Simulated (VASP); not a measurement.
A run of VASP 6.6.1 is set up as follows.

INCAR

```
PREC = Accurate ; ENCUT = 600
EDIFF = 1E-6 ; ISMEAR = 0
SIGMA = 0.1 ; LREAL = F
LASPH = T ; NELM = 100
ALGO = Normal ; ISIF = 3
LWAVE = F ; LCHARG = F
IBRION = 2 ; NSW = 100
EDIFFG = -0.005
```

File KPOINTS:

```
Automatic mesh
0
Gamma
  14 14 14
```

Contents of POSCAR:

```
InP
1.0
    0.0000000000      2.7075057388      2.7075057388
    2.7075057388      0.0000000000      2.7075057388
    2.7075057388      2.7075057388      0.0000000000
In P
1 1
Direct
    0.0000000000      0.0000000000      0.0000000000
    0.5000000000      0.5000000000      0.5000000000
```

Potentials or basis: VASP PAW LDA potentials, release 64 (In_d, P).

Run with:

```sh
$ cat potpaw_LDA.64/In_d/POTCAR potpaw_LDA.64/P/POTCAR > POTCAR
$ mpirun -np 1 vasp_std > vasp.out
```

**Question.** Estimate the band gap on the k mesh.

**Answer.** Zero (band 9 reaches 8.03 eV, above the bottom of band 10 at 5.12 eV).

**Question.** What does it give for the relaxed cell?

**Answer.** a = 3.832 Å, b = 3.832 Å, c = 3.832 Å, α = 60.00°, β = 60.00°, γ = 60.00°.

**Question.** Estimate the relaxed volume.

**Answer.** 19.89 Å³/atom.

**Question.** Estimate the space group after relaxing (to 0.05 Å).

**Answer.** Fm-3m (No. 225).

Final structure:
```yaml
crystal:
  lattice:
    - [0.00000, 2.70958, 2.70958]
    - [2.70958, 0.00000, 2.70958]
    - [2.70958, 2.70958, 0.00000]
  atoms:
    - { symbol: In, position: [0.00000, 0.00000, 0.00000] }
    - { symbol: P, position: [0.50000, 0.50000, 0.50000] }
```

Caveat: spin-orbit coupling is left out, which moves the levels of the heavy elements.
